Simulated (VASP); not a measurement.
# LiB2C2 (P-3m1) in VASP: notebook

LiB2C2 is run at these levels: PBE; tasks: single point.

All numbers are computed with VASP 6.6.1; they aren't measurements. Logs are shortened: lines on timing, memory, paths and dates and some standing lists are left out, and cuts for length are marked.

**1. The cell of the first run**

Symmetry: P-3m1, No. 164, trigonal system. The conventional cell has a = 2.715 Å, b = 2.715 Å, c = 7.118 Å, α = 90.00°, β = 90.00°, γ = 120.00°. Within 3.1 Å of Li (site symmetry -3m) lie 6 C at 2.33 Å and 6 B at 2.37 Å and 6 Li at 2.71 Å. B (site symmetry 3m) has 3 C at 1.57 Å within 2.1 Å. C (site symmetry 3m) has 3 B at 1.57 Å within 2.1 Å.

**2. Single point, PBE**

File INCAR:

```
PREC = Accurate
ENCUT = 520
EDIFF = 1E-6
ISMEAR = 1
SIGMA = 0.1
LREAL = F
LASPH = T
NELM = 100
ALGO = Normal
ISIF = 2
LWAVE = F
LCHARG = F
GGA = PE
NBANDS = 16
```

File KPOINTS:

```
regular mesh
0
Gamma
  9 9 3
```

File POSCAR:

```
LiB2C2
1.0
    2.7146442900      0.0000000000      0.0000000000
   -1.3573221400      2.3509509200      0.0000000000
    0.0000000000      0.0000000000      7.1180530000
Li B C
1 2 2
Direct
    0.0000000000      0.0000000000      0.5000000000
    0.3333333333      0.6666666667      0.7498130000
    0.6666666667      0.3333333333      0.2501870000
    0.3333333333      0.6666666667      0.2582190000
    0.6666666667      0.3333333333      0.7417810000
```

Potentials or basis: VASP PAW PBE potentials, release 64 (Li_sv, B, C).

The run is started by

```sh
cat potpaw_PBE.64/Li_sv/POTCAR potpaw_PBE.64/B/POTCAR potpaw_PBE.64/C/POTCAR > POTCAR
mpirun -np 1 vasp_std > vasp.out
```

OUTCAR:

```text
PREC = Accurate
   ENCUT = 520
   EDIFF = 1E-6
   ISMEAR = 1
   LREAL = F
   LASPH = T
   NELM = 100
   ISIF = 2
   GGA = PE

 ion  position               nearest neighbor table
   1  0.000  0.000  0.500-   4 2.33   5 2.33   4 2.33   5 2.33   5 2.33   4 2.33   2 2.37   3 2.37
                             2 2.37   3 2.37   2 2.37   3 2.37
   2  0.333  0.667  0.750-   5 1.57   5 1.57   5 1.57   1 2.37   1 2.37   1 2.37
   3  0.667  0.333  0.250-   4 1.57   4 1.57   4 1.57   1 2.37   1 2.37   1 2.37
   4  0.333  0.667  0.258-   3 1.57   3 1.57   3 1.57   1 2.33   1 2.33   1 2.33
   5  0.667  0.333  0.742-   2 1.57   2 1.57   2 1.57   1 2.33   1 2.33   1 2.33

  LATTYP: Found a hexagonal cell.
 ALAT       =     2.7146442900
 C/A-ratio  =     2.6220941824

  Lattice vectors:

 A1 = (   2.7146442900,   0.0000000000,   0.0000000000)
 A2 = (  -1.3573221400,   2.3509509200,   0.0000000000)
 A3 = (   0.0000000000,   0.0000000000,   7.1180530000)

Analysis of symmetry for initial positions (statically):
=====================================================================
 Subroutine PRICEL returns:
 Original cell was already a primitive cell.

 Routine SETGRP: Setting up the symmetry group for a
 hexagonal supercell.

 Subroutine GETGRP returns: Found 12 space group operations
 (whereof 12 operations were pure point group operations)
 out of a pool of 24 trial point group operations.

The static configuration has the point symmetry D_3d.

Analysis of symmetry for dynamics (positions and initial velocities):
=====================================================================
 Subroutine PRICEL returns:
 Original cell was already a primitive cell.

 Routine SETGRP: Setting up the symmetry group for a
 hexagonal supercell.

 Subroutine GETGRP returns: Found 12 space group operations
 (whereof 12 operations were pure point group operations)
 out of a pool of 24 trial point group operations.

The dynamic configuration has the point symmetry D_3d.

 Subroutine INISYM returns: Found 12 space group operations
 (whereof 12 operations are pure point group operations),
 and found     1 'primitive' translations

----------------------------------------------------------------------------------------

                                     Primitive cell

  volume of cell :      45.4274

  direct lattice vectors                    reciprocal lattice vectors
[... 97 lines left out ...]
   IBRION =     -1    ionic relax: 0-MD 1-quasi-New 2-CG
   NFREE  =      0    steps in history (QN), initial steepest desc. (CG)
   ISIF   =      2    stress and relaxation
   ISYM   =      2    0-nonsym 1-usesym 2-fastsym
   POTIM  = 0.5000    time-step for ionic-motion
   TEBEG  =    0.0;   TEEND  =   0.0 temperature during run
   PSTRESS=    0.0 pullay stress
   NELECT =      17.0000    total number of electrons
   NUPDOWN=      -1.0000    fix difference up-down
   EMIN   =  10.00;   EMAX   =-10.00  energy-range for DOS
   EFERMI =   0.00;   METHOD = LEGACY
   ISMEAR =     1;   SIGMA  =   0.10  broadening in eV -4-tet -1-fermi 0-gaus
   EFERMI_NEDOS =   21; number of points for ismear=-14 and -15
   IALGO  =     38    algorithm
   IMIX   =      4    mixing-type and parameters
     AMIX     =   0.40;   BMIX     =  1.00
     AMIX_MAG =   1.60;   BMIX_MAG =  1.00
  volume/ion in A,a.u.               =       9.09        61.31
  Fermi-wavevector in a.u.,A,eV,Ry     =   1.179737  2.229380 18.936311  1.391780
  Thomas-Fermi vector in A             =   2.316042
   LORBIT       =      0    0 simple, 1 ext, 2 COOP (PROOUT), +10 PAW based schemes
   GGA     = PE    functional components
   LHFCALC =     F    Hartree Fock is set to
   AEXX    =    0.0000 exact exchange contribution
   IVDW    =     0    specifies the selected vdW correction
   LEPSILON=     F    determine dielectric tensor
   LRPA    =     F    only Hartree local field effects (RPA)
 non-spin polarized calculation
 Methfessel and Paxton  Order N= 1 SIGMA  =   0.10
  energy-cutoff  :      520.00
  volume of cell :       45.43
 maximum number of plane-waves:      1237
   NGX = 11   NGY = 11   NGZ = 27

 number of electron      17.0000001 magnetization

 Free energy of the ion-electron system (eV)
  ---------------------------------------------------
  ext. energy  EPLUGINS =         0.00000000
  ---------------------------------------------------
  free energy    TOTEN  =       -33.80499833 eV

  energy without entropy =      -33.80243498  energy(sigma->0) =      -33.80414388

 E-fermi :   2.7028     XC(G=0): -10.0402

 val. band max:        2.6951333446   @ k =   0.0000   0.4444   0.3333
 cond. band min:       2.7213734764   @ k =   0.1111   0.0000   0.0000
 fundamental gap:      0.0262401318
 Fermi energy:         2.7027910995

 k-point     1 :       0.0000    0.0000    0.0000
  band No.  band energies     occupation
      1     -42.1778      2.00000
      2     -11.1896      2.00000
      3     -10.9208      2.00000
      4      -2.5030      2.00000
      5      -0.5919      2.00000
      6       3.2040     -0.00000
[... 433 lines left out ...]
      3      -9.3799      2.00000
      4      -1.2882      2.00000
      5      -1.0783      2.00000
      6      -0.3873      2.00000
[... 8 lines left out ...]
     15      13.5111      0.00000
     16      16.0523      0.00000

 [... further k-points ...]

------------------------ aborting loop because EDIFF is reached ----------------------------------------

  FORCE on cell =-STRESS in cart. coord.  units (eV):
  Direction    XX          YY          ZZ          XY          YZ          ZX
  --------------------------------------------------------------------------------------
  -------------------------------------------------------------------------------------
  Total       -0.3919853     -0.3919853      0.3086794     -0.0000000      0.0000000      0.0000000
  in kB      -13.8249211    -13.8249211     10.8868081     -0.0000000      0.0000000      0.0000000
  external PRESSURE =      -5.5876780 kB  Pullay stress =       0.0000000 kB

 VOLUME and BASIS-vectors are now :
 -----------------------------------------------------------------------------
  energy-cutoff  :      520.00
  volume of cell :       45.43
      direct lattice vectors                 reciprocal lattice vectors
     2.714644290  0.000000000  0.000000000     0.368372388  0.212679896  0.000000000
    -1.357322140  2.350950920  0.000000000     0.000000000  0.425359794  0.000000000
     0.000000000  0.000000000  7.118053000     0.000000000  0.000000000  0.140487855

 POSITION                                       TOTAL-FORCE (eV/Angst)
 -----------------------------------------------------------------------------------
      0.00000      0.00000      3.55903         0.000000      0.000000      0.000000
      0.00000      1.56730      5.33721         0.000000     -0.000000      0.035954
      1.35732      0.78365      1.78084        -0.000000      0.000000     -0.035954
      0.00000      1.56730      1.83802         0.000000     -0.000000      0.001050
      1.35732      0.78365      5.28004         0.000000      0.000000     -0.001050
 -----------------------------------------------------------------------------------
    total drift:                                0.000000     -0.000000      0.000000

  FREE ENERGIE OF THE ION-ELECTRON SYSTEM (eV)
  ---------------------------------------------------
  free  energy   TOTEN  =       -33.8049983322 eV

  energy  without entropy=      -33.8024349817  energy(sigma->0) =      -33.80414388
```

OSZICAR:

```text
N       E                     dE             d eps       ncg     rms          rms(c)
DAV:   1     0.505483837492E+02    0.50548E+02   -0.77193E+03   992   0.101E+03
DAV:   2    -0.309779174786E+02   -0.81526E+02   -0.75172E+02  1320   0.218E+02
DAV:   3    -0.367487880847E+02   -0.57709E+01   -0.57284E+01  1904   0.447E+01
DAV:   4    -0.368274145402E+02   -0.78626E-01   -0.78597E-01  1304   0.588E+00
DAV:   5    -0.368290541044E+02   -0.16396E-02   -0.16394E-02  1568   0.676E-01    0.892E+00
DAV:   6    -0.343426578308E+02    0.24864E+01   -0.27009E+00  1376   0.890E+00    0.447E+00
DAV:   7    -0.338058818617E+02    0.53678E+00   -0.11387E+00  1416   0.604E+00    0.158E+00
DAV:   8    -0.338022162558E+02    0.36656E-02   -0.91042E-02  1304   0.177E+00    0.597E-01
DAV:   9    -0.338044802374E+02   -0.22640E-02   -0.77345E-03  1360   0.567E-01    0.164E-01
DAV:  10    -0.338048524786E+02   -0.37224E-03   -0.16659E-03  1312   0.239E-01    0.472E-02
DAV:  11    -0.338049855220E+02   -0.13304E-03   -0.36279E-04  1328   0.117E-01    0.278E-02
DAV:  12    -0.338049984506E+02   -0.12929E-04   -0.60257E-05  1344   0.457E-02    0.956E-03
DAV:  13    -0.338049983322E+02    0.11847E-06   -0.74619E-06  1408   0.159E-02
   1 F= -.33804998E+02 E0= -.33804144E+02  d E =-.256335E-02
```

Run time: 15 s. Hardware: 1 thread of Intel Xeon Platinum 8488C (Sapphire Rapids), shared host; peak memory 0.15 GiB.

Results:

- Free energy: -33.8050 eV
- Largest force: 0.036 eV/Å

Forces on the atoms (eV/Å):
```
Li   0.000  0.000  0.000
B    0.000  0.000  0.036
B    0.000  0.000 -0.036
C    0.000  0.000  0.001
C    0.000  0.000 -0.001
```

Caveat: the cutoff is under 1.25 times the usual one of these potentials, so pressure, stress and relaxed cells hold a basis-set (Pulay) error.

**3. Single point, PBE**

File INCAR:

```
SYSTEM = LiB2C2
  PREC = Accurate
  ENCUT = 520
  EDIFF = 1E-6
  ISMEAR = 1
  SIGMA = 0.1
  LREAL = .FALSE.
  LASPH = .TRUE.
  NELM = 80
  ALGO = Normal
  ISIF = 2
  LWAVE = .FALSE.
  LCHARG = .FALSE.
  GGA = PE
  NBANDS = 16
```

File KPOINTS:

```
Automatic mesh
0
G
  9 9 3
  0 0 0
```

POSCAR is that of step 2.

Potentials or basis: VASP PAW PBE potentials, release 64 (Li_sv, B, C).

The run is started by

```sh
cat potpaw_PBE.64/Li_sv/POTCAR potpaw_PBE.64/B/POTCAR potpaw_PBE.64/C/POTCAR > POTCAR
mpirun -np 1 vasp_std > vasp.out
```

OUTCAR:

```text
SYSTEM = LiB2C2
   PREC = Accurate
   ENCUT = 520
   EDIFF = 1E-6
   ISMEAR = 1
   LREAL = .FALSE.
   LASPH = .TRUE.
   NELM = 80
   ISIF = 2
   GGA = PE

 ion  position               nearest neighbor table
   1  0.000  0.000  0.500-   4 2.33   5 2.33   4 2.33   5 2.33   5 2.33   4 2.33   2 2.37   3 2.37
                             2 2.37   3 2.37   2 2.37   3 2.37
   2  0.333  0.667  0.750-   5 1.57   5 1.57   5 1.57   1 2.37   1 2.37   1 2.37
   3  0.667  0.333  0.250-   4 1.57   4 1.57   4 1.57   1 2.37   1 2.37   1 2.37
   4  0.333  0.667  0.258-   3 1.57   3 1.57   3 1.57   1 2.33   1 2.33   1 2.33
   5  0.667  0.333  0.742-   2 1.57   2 1.57   2 1.57   1 2.33   1 2.33   1 2.33

  LATTYP: Found a hexagonal cell.
 ALAT       =     2.7146442900
 C/A-ratio  =     2.6220941824

  Lattice vectors:

 A1 = (   2.7146442900,   0.0000000000,   0.0000000000)
 A2 = (  -1.3573221400,   2.3509509200,   0.0000000000)
 A3 = (   0.0000000000,   0.0000000000,   7.1180530000)

Analysis of symmetry for initial positions (statically):
=====================================================================
 Subroutine PRICEL returns:
 Original cell was already a primitive cell.

 Routine SETGRP: Setting up the symmetry group for a
 hexagonal supercell.

 Subroutine GETGRP returns: Found 12 space group operations
 (whereof 12 operations were pure point group operations)
 out of a pool of 24 trial point group operations.

The static configuration has the point symmetry D_3d.

Analysis of symmetry for dynamics (positions and initial velocities):
=====================================================================
 Subroutine PRICEL returns:
 Original cell was already a primitive cell.

[... 131 lines left out ...]
   IMIX   =      4    mixing-type and parameters
     AMIX     =   0.40;   BMIX     =  1.00
     AMIX_MAG =   1.60;   BMIX_MAG =  1.00
  volume/ion in A,a.u.               =       9.09        61.31
  Fermi-wavevector in a.u.,A,eV,Ry     =   1.179737  2.229380 18.936311  1.391780
  Thomas-Fermi vector in A             =   2.316042
   LORBIT       =      0    0 simple, 1 ext, 2 COOP (PROOUT), +10 PAW based schemes
   GGA     = PE    functional components
   LHFCALC =     F    Hartree Fock is set to
   AEXX    =    0.0000 exact exchange contribution
   IVDW    =     0    specifies the selected vdW correction
   LEPSILON=     F    determine dielectric tensor
   LRPA    =     F    only Hartree local field effects (RPA)
 non-spin polarized calculation
 Methfessel and Paxton  Order N= 1 SIGMA  =   0.10
  energy-cutoff  :      520.00
  volume of cell :       45.43
 maximum number of plane-waves:      1237
   NGX = 11   NGY = 11   NGZ = 27

 number of electron      17.0000001 magnetization

 Free energy of the ion-electron system (eV)
  ---------------------------------------------------
  ext. energy  EPLUGINS =         0.00000000
  ---------------------------------------------------
  free energy    TOTEN  =       -33.80499833 eV

  energy without entropy =      -33.80243498  energy(sigma->0) =      -33.80414388

 E-fermi :   2.7028     XC(G=0): -10.0402

 val. band max:        2.6951333446   @ k =   0.0000   0.4444   0.3333
 cond. band min:       2.7213734764   @ k =   0.1111   0.0000   0.0000
 fundamental gap:      0.0262401318
 Fermi energy:         2.7027910995

 k-point     1 :       0.0000    0.0000    0.0000
  band No.  band energies     occupation
      1     -42.1778      2.00000
      2     -11.1896      2.00000
      3     -10.9208      2.00000
      4      -2.5030      2.00000
      5      -0.5919      2.00000
      6       3.2040     -0.00000
[... 433 lines left out ...]
      3      -9.3799      2.00000
      4      -1.2882      2.00000
      5      -1.0783      2.00000
      6      -0.3873      2.00000
[... 8 lines left out ...]
     15      13.5111      0.00000
     16      16.0523      0.00000

 [... further k-points ...]

------------------------ aborting loop because EDIFF is reached ----------------------------------------

  FORCE on cell =-STRESS in cart. coord.  units (eV):
  Direction    XX          YY          ZZ          XY          YZ          ZX
  --------------------------------------------------------------------------------------
  -------------------------------------------------------------------------------------
  Total       -0.3919853     -0.3919853      0.3086794     -0.0000000      0.0000000      0.0000000
  in kB      -13.8249211    -13.8249211     10.8868081     -0.0000000      0.0000000      0.0000000
  external PRESSURE =      -5.5876780 kB  Pullay stress =       0.0000000 kB

 VOLUME and BASIS-vectors are now :
 -----------------------------------------------------------------------------
  energy-cutoff  :      520.00
  volume of cell :       45.43
      direct lattice vectors                 reciprocal lattice vectors
     2.714644290  0.000000000  0.000000000     0.368372388  0.212679896  0.000000000
    -1.357322140  2.350950920  0.000000000     0.000000000  0.425359794  0.000000000
     0.000000000  0.000000000  7.118053000     0.000000000  0.000000000  0.140487855

 POSITION                                       TOTAL-FORCE (eV/Angst)
 -----------------------------------------------------------------------------------
      0.00000      0.00000      3.55903         0.000000      0.000000      0.000000
      0.00000      1.56730      5.33721         0.000000     -0.000000      0.035954
      1.35732      0.78365      1.78084        -0.000000      0.000000     -0.035954
      0.00000      1.56730      1.83802         0.000000     -0.000000      0.001050
      1.35732      0.78365      5.28004         0.000000      0.000000     -0.001050
 -----------------------------------------------------------------------------------
    total drift:                                0.000000     -0.000000      0.000000

  FREE ENERGIE OF THE ION-ELECTRON SYSTEM (eV)
  ---------------------------------------------------
  free  energy   TOTEN  =       -33.8049983322 eV

  energy  without entropy=      -33.8024349817  energy(sigma->0) =      -33.80414388
```

OSZICAR:

```text
N       E                     dE             d eps       ncg     rms          rms(c)
DAV:   1     0.505483837492E+02    0.50548E+02   -0.77193E+03   992   0.101E+03
DAV:   2    -0.309779174786E+02   -0.81526E+02   -0.75172E+02  1320   0.218E+02
DAV:   3    -0.367487880847E+02   -0.57709E+01   -0.57284E+01  1904   0.447E+01
DAV:   4    -0.368274145402E+02   -0.78626E-01   -0.78597E-01  1304   0.588E+00
DAV:   5    -0.368290541044E+02   -0.16396E-02   -0.16394E-02  1568   0.676E-01    0.892E+00
DAV:   6    -0.343426578308E+02    0.24864E+01   -0.27009E+00  1376   0.890E+00    0.447E+00
DAV:   7    -0.338058818617E+02    0.53678E+00   -0.11387E+00  1416   0.604E+00    0.158E+00
DAV:   8    -0.338022162558E+02    0.36656E-02   -0.91042E-02  1304   0.177E+00    0.597E-01
DAV:   9    -0.338044802374E+02   -0.22640E-02   -0.77345E-03  1360   0.567E-01    0.164E-01
DAV:  10    -0.338048524786E+02   -0.37224E-03   -0.16659E-03  1312   0.239E-01    0.472E-02
DAV:  11    -0.338049855220E+02   -0.13304E-03   -0.36279E-04  1328   0.117E-01    0.278E-02
DAV:  12    -0.338049984506E+02   -0.12929E-04   -0.60257E-05  1344   0.457E-02    0.956E-03
DAV:  13    -0.338049983322E+02    0.11847E-06   -0.74619E-06  1408   0.159E-02
   1 F= -.33804998E+02 E0= -.33804144E+02  d E =-.256335E-02
```

It took 15 s on 1 thread of Intel Xeon Platinum 8488C (Sapphire Rapids), shared host; peak memory 0.16 GiB.

What came out:

```
Free energy   : -33.8050 eV
Largest force : 0.036 eV/Å
```

Forces in eV/Å, atoms in the order of the input:
```
Li   0.000  0.000  0.000
B    0.000  0.000  0.036
B    0.000  0.000 -0.036
C    0.000  0.000  0.001
C    0.000  0.000 -0.001
```

Levels at points of the mesh, in eV from the Fermi level:
```csv
k point,band 6,band 7,band 8,band 9,band 10,band 11,band 12,band 13
"(0.00, 0.00, 0.00)",0.50,0.50,0.57,0.57,5.06,9.77,9.77,10.19
```

Caveat: the cutoff is under 1.25 times the usual one of these potentials, so pressure, stress and relaxed cells hold a basis-set (Pulay) error.
